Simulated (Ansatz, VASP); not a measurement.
Two plane-wave programs on AlFe

```
Al Fe
1.0
     2.91000    0.00000    0.00000
     0.00000    2.91000    0.00000
     0.00000    0.00000    2.91000
Al Fe
1 1
Direct
  0.00000 0.00000 0.00000
  0.50000 0.50000 0.50000
```

Alike in both runs: task single point; functional PBE; k mesh 14 × 14 × 14; occupations gaussian, width 0.05 eV; collinear spin.

|  | VASP | Ansatz |
| --- | --- | --- |
| version | VASP 6.6.1 | Ansatz 0.2.0 |
| potentials or method | VASP PAW PBE potentials, release 64 (Al, Fe), cutoff 520 eV | scalar-relativistic, plane waves, PAW |
| valence electrons in the cell | 11 | 19 |

|  | VASP | Ansatz | Ansatz less VASP |
| --- | --- | --- | --- |
| pressure (GPa) | -6.1 | -6.1 | +0.04 |
| net moment per atom (μB) | 0.34 | 0.34 | +0.002 |

VASP's potentials hold 11 valence electrons a cell and Ansatz's 19, so a difference there can come from the potentials and not from the codes.
